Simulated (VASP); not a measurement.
Input of a VASP 6.6.1 run:

The input POSCAR:

```
Tc
1.0
    2.7216995746      0.0000000000      0.0000000000
   -1.3608497873      2.3570609731      0.0000000000
    0.0000000000      0.0000000000      4.3572959387
Tc
2
Direct
    0.3333333333      0.6666666667      0.7500000000
    0.6666666667      0.3333333333      0.2500000000
```

INCAR.step1

```
PREC = Accurate
ENCUT = 520
ISMEAR = 0
SIGMA = 0.05
LREAL = F
LASPH = T
NELM = 60
NBANDS = 20
GGA = PE
ALGO = Normal
EDIFF = 1E-4
LWAVE = T
LCHARG = F
```

File INCAR.step2:

```
PREC = Accurate
ENCUT = 520
EDIFF = 1E-6
ISMEAR = 0
SIGMA = 0.05
LREAL = F
LASPH = T
NELM = 60
ALGO = Normal
ISIF = 2
LWAVE = F
LCHARG = T
METAGGA = R2SCAN
LMIXTAU = T
LELF = T
LVHAR = T
NBANDS = 20
ISTART = 1
```

Contents of KPOINTS:

```
Automatic mesh
0
Gamma
  18 18 10
```

Potentials or basis: VASP PAW PBE potentials, release 64 (Tc_pv).

Command:

```sh
$ cat potpaw_PBE.64/Tc_pv/POTCAR > POTCAR
$ cp INCAR.step1 INCAR
$ mpirun -np 1 vasp_std > vasp.out
$ cp INCAR.step2 INCAR
$ mpirun -np 1 vasp_std > vasp.out
```

Task: Estimate the band gap on the k mesh.

Result: Zero (bands 13 and 14 overlap by 3.68 eV).

Task: Predict the pressure.

Result: 5.8 GPa.

Caveat: the cell stands under pressure; the PAW data sets were made with another functional, which shifts forces and pressure a little.
